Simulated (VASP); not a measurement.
A run of VASP 6.6.1:

Contents of POSCAR:

```
Li3LaBi2
1.0
    4.7637026063     -0.0000000029      0.0000000000
   -2.3818513007      4.1254874746      0.0000000000
    0.0000000000      0.0000000000      7.6549765700
Li La Bi
3 1 2
Direct
    0.3333333333      0.6666666667      0.6417511709
    0.6666666667      0.3333333333      0.3582488291
    0.0000000000      0.0000000000      0.5000000000
    0.0000000000      0.0000000000      0.0000000000
    0.3333333333      0.6666666667      0.2554834218
    0.6666666667      0.3333333333      0.7445165782
```

File INCAR.step1:

```
SYSTEM = Li3LaBi2
PREC = Accurate
ENCUT = 520
ISMEAR = -1
SIGMA = 0.02
LREAL = .FALSE.
LASPH = .TRUE.
NELM = 100
NBANDS = 34
GGA = PE
ALGO = Normal
EDIFF = 1E-4
LWAVE = .TRUE.
LCHARG = .FALSE.
```

File INCAR.step2:

```
SYSTEM = Li3LaBi2
PREC = Accurate
ENCUT = 520
EDIFF = 1E-7
ISMEAR = -1
SIGMA = 0.02
LREAL = .FALSE.
LASPH = .TRUE.
NELM = 100
ALGO = Normal
ISIF = 2
LWAVE = .FALSE.
LCHARG = .FALSE.
METAGGA = R2SCAN
LMIXTAU = .TRUE.
NBANDS = 34
ISTART = 1
```

The input KPOINTS:

```
Automatic mesh
0
G
  6 6 4
  0 0 0
```

Potentials or basis: VASP PAW PBE potentials, release 64 (Li_sv, La, Bi_d).

Run with:

```sh
$ cat potpaw_PBE.64/Li_sv/POTCAR potpaw_PBE.64/La/POTCAR potpaw_PBE.64/Bi_d/POTCAR > POTCAR
$ cp INCAR.step1 INCAR
$ mpirun -np 1 vasp_std > vasp.out
$ cp INCAR.step2 INCAR
$ mpirun -np 1 vasp_std > vasp.out
```

Hardware: 1 thread of Intel(R) Xeon(R) 6975P-C (Granite Rapids), on a shared host.

Task: How long does it take, and how much memory?

Result: Run time: 4.2 min on 1 thread of Intel(R) Xeon(R) 6975P-C (Granite Rapids), on a shared host, peak memory 0.37 GiB. Counts: k points 24.
